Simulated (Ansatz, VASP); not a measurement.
## Two plane-wave programs on Ta2AsN

```xyz
4
Lattice="3.0992 0.0000 0.0000 -1.5496 2.6840 0.0000 0.0000 0.0000 6.7043" Properties=species:S:1:pos:R:3 pbc="T T T"
Ta    1.5496    0.8947    4.7791
Ta    1.5496    0.8947    1.9252
As    0.0000    0.0000    0.0000
N     0.0000    1.7893    3.3521
```

Alike in both runs: functional PBE; k mesh 15 × 15 × 6; occupations gaussian, width 0.1 eV; no spin polarisation.

Ansatz relaxed the structure, and its values are those at the end. VASP's run is a single point on that final structure, the one shown.

|  | VASP | Ansatz |
| --- | --- | --- |
| version | VASP 6.6.1 | Ansatz 0.2.0 |
| potentials or method | VASP PAW PBE potentials, release 64 (Ta_pv, As, N), cutoff 520 eV | scalar-relativistic, plane waves, PAW |
| valence electrons in the cell | 32 | 46 |

Ansatz gave:

* gap on the k mesh at the Fermi level (eV): none
* pressure (GPa): 0.0
* rms of the force components (eV/Å): 0.000

**Question.** Estimate VASP's values.

**Answer.** gap on the k mesh at the Fermi level (eV): none; pressure (GPa): 0.5; rms of the force components (eV/Å): 0.007.

A gap of «none» marks a metal or a gap that the smearing closes. VASP's potentials hold 32 valence electrons a cell and Ansatz's 46, so a difference there can come from the potentials and not from the codes.

Neither program's run includes spin-orbit coupling.
